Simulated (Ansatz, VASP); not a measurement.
Se in VASP and in Ansatz

File INCAR:

```
SYSTEM = Se
PREC = Accurate ; ENCUT = 520
EDIFF = 1E-6 ; ISMEAR = -1
SIGMA = 0.1 ; LREAL = .False.
LASPH = .True. ; NELM = 60
ALGO = Normal ; ISIF = 2
LWAVE = .False. ; LCHARG = .True.
GGA = PS ; LELF = .True.
LVHAR = .True. ; NBANDS = 13
```

Contents of KPOINTS:

```
Automatic mesh
0
Gamma
  14 14 8
  0 0 0
```

Contents of POSCAR:

```
Se
1.0
    3.5624691049      0.0000000000      0.0000000000
   -1.7812345525      3.0851887451      0.0000000000
    0.0000000000      0.0000000000      3.8186901682
Se
2
Direct
    0.3333333333      0.6666666667      0.2500000000
    0.6666666667      0.3333333333      0.7500000000
```

Input for Ansatz:

```yaml
crystal:
  lattice:
    - [3.5624691049, 0.0, 0.0]
    - [-1.7812345525, 3.0851887451, 0.0]
    - [0.0, 0.0, 3.8186901682]
  atoms:
    - { symbol: Se, position: [0.3333333333, 0.6666666667, 0.25] }
    - { symbol: Se, position: [0.6666666667, 0.3333333333, 0.75] }
kpoints:
  mp_grid: { grid: [14, 14, 8] }
  band_path:
    path:
      - [0.0, 0.0, 0.0]
      - [0.5, 0.0, 0.0]
      - [0.3333333333, 0.3333333333, 0.0]
      - [0.0, 0.0, 0.0]
      - [0.0, 0.0, 0.5]
      - [0.5, 0.0, 0.5]
      - [0.3333333333, 0.3333333333, 0.5]
      - [0.0, 0.0, 0.5]
      - [0.5, 0.0, 0.5]
    npoints: 8
scf:
  occupations: { method: fermi_dirac, width: 0.1 }
hamiltonian:
  xc: pbesol
  pseudopotentials: { kind: paw }
output:
  forces: true
  stress: true
  eigenvalues: true
  populations: true
  dos: { projected: true, de: 0.2, e_range: [-14, 8] }
```

Change from the starting cell: volume scaled by 1, PAW files.

Alike in both runs: task single point; functional PBEsol; k mesh 14 × 14 × 8; occupations fermi-dirac, width 0.1 eV; no spin polarisation.

```csv
,VASP,Ansatz
version,VASP 6.6.1,Ansatz 0.2.0
potentials or method,"VASP PAW PBE potentials, release 64 (Se)","PAW with Ansatz's default frozen-core files, scalar-relativistic"
plane-wave cutoff (eV),520,420
valence electrons in the cell,12,32
```

VASP gave:

```
pressure (GPa) : 0.1
```

Question: Estimate Ansatz's values.

Answer: Pressure (GPa): 0.0.

VASP's potentials were made for PBE, not for PBEsol. VASP's potentials hold 12 valence electrons a cell and Ansatz's 32, so a difference there can come from the potentials and not from the codes.
